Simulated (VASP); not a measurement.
Here is a VASP 6.6.1 calculation.

File INCAR:

```
PREC     = Accurate       # precision mode
ENCUT    = 500            # plane-wave cutoff, eV
EDIFF    = 1E-6           # SCF threshold, eV
ISMEAR   = -1             # smearing method
SIGMA    = 0.03           # smearing width, eV
LREAL    = F              # projectors in reciprocal space
LASPH    = T              # aspherical terms in the spheres
NELM     = 120            # most SCF steps
ALGO     = Normal         # electronic algorithm
ISIF     = 2              # what is computed and relaxed
LWAVE    = F              # write WAVECAR
LCHARG   = T              # write CHGCAR
GGA      = PS             # functional
LELF     = T              # ELF
LVHAR    = T            
NBANDS   = 20             # bands
GGA_COMPAT= F
```

The input KPOINTS:

```
Automatic mesh
0
Gamma
  8 8 5
```

File POSCAR:

```
CdI2
1.0
    4.3288791990      0.0000000000      0.0000000000
   -2.1644395994      3.7489193562      0.0000000000
    0.0000000000      0.0000000000      6.8590000000
Cd I
1 2
Direct
    0.0000000000      0.0000000000      0.0000000000
    0.3333333333      0.6666666667      0.2492000000
    0.6666666667      0.3333333333      0.7508000000
```

Potentials or basis: VASP PAW PBE potentials, release 64 (Cd, I).

Launch:

```console
$ cat potpaw_PBE.64/Cd/POTCAR potpaw_PBE.64/I/POTCAR > POTCAR
$ mpirun -np 1 vasp_std > vasp.out
```

**Question.** What does it give for the largest force?

**Answer.** 0.232 eV/Å.

**Question.** Predict the pressure.

**Answer.** -1.5 GPa.

Forces on the atoms (eV/Å):
```
Cd   0.000  0.000  0.000
I    0.000  0.000 -0.232
I    0.000  0.000  0.232
```

Caveat: the cell differs from its parent crystal (equal xx and yy strain of +2 %); the PAW data sets were made with another functional, which shifts forces and pressure a little; this functional lacks dispersion, which binds the layers, so the pressure and a relaxed spacing across them are unreliable.
